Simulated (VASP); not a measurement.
Set up this calculation in VASP 6.6.1, as the native input.

```
Task                   : single point
Functional             : PBEsol
Potentials or basis    : VASP PAW PBE potentials, release 64 (Cr_pv, Pb_d)
Cutoff                 : 520 eV
k mesh                 : 6 × 6 × 6
Occupations            : gaussian, width 0.1 eV
Spin                   : collinear spin, ferromagnetic start
Starting moments       : [3.0, 0.0] μB
Dipole correction      : no
Further INCAR settings : ALGO = Fast; EDIFF = 1e-07; NBANDS = 24
```

The structure of CrPb lies in POSCAR:

```
CrPb
1.0
    3.3913767696      0.0000000000      0.0000000000
    0.0000000000      3.3913767696      0.0000000000
    0.0000000000      0.0000000000      3.3913767696
Cr Pb
1 1
Direct
    0.0000000000      0.0000000000      0.0000000000
    0.5000000000      0.5000000000      0.5000000000
```

These files were run (other wordings do the same):

INCAR

```
SYSTEM = CrPb
ALGO = Fast
EDIFF = 1E-7
ENCUT = 520
GGA = PS
ISIF = 2
ISMEAR = 0
ISPIN = 2
LASPH = .TRUE.
LCHARG = .FALSE.
LMAXMIX = 4
LORBIT = 11
LREAL = .FALSE.
LWAVE = .FALSE.
MAGMOM = 3 0
NBANDS = 24
NELM = 150
PREC = Accurate
SIGMA = 0.1
```

KPOINTS

```
k-points
0
G
  6 6 6
  0 0 0
```

Potentials or basis: VASP PAW PBE potentials, release 64 (Cr_pv, Pb_d).

The run is started by

```console
$ cat potpaw_PBE.64/Cr_pv/POTCAR potpaw_PBE.64/Pb_d/POTCAR > POTCAR
$ mpirun -np 1 vasp_std > vasp.out
```

Results of the run:

| Item | Value |
| --- | --- |
| Pressure | 5.3 GPa |
| Net moment | 3.77 μB per cell |
| Site moments | Cr +3.50; Pb -0.07 μB |
| Valence electrons inside the program's atomic spheres | Cr 10.61; Pb 12.16 |

Caveat: the cell stands under pressure; an empty level that is flat over the whole mesh can mark a ghost state of the potentials, or a narrow d or f band; the PAW data sets were made with another functional, which shifts forces and pressure a little.

Run time: 38 s on 1 thread of Intel(R) Xeon(R) Platinum 8488C (Sapphire Rapids) (shared host), peak memory 0.18 GiB.
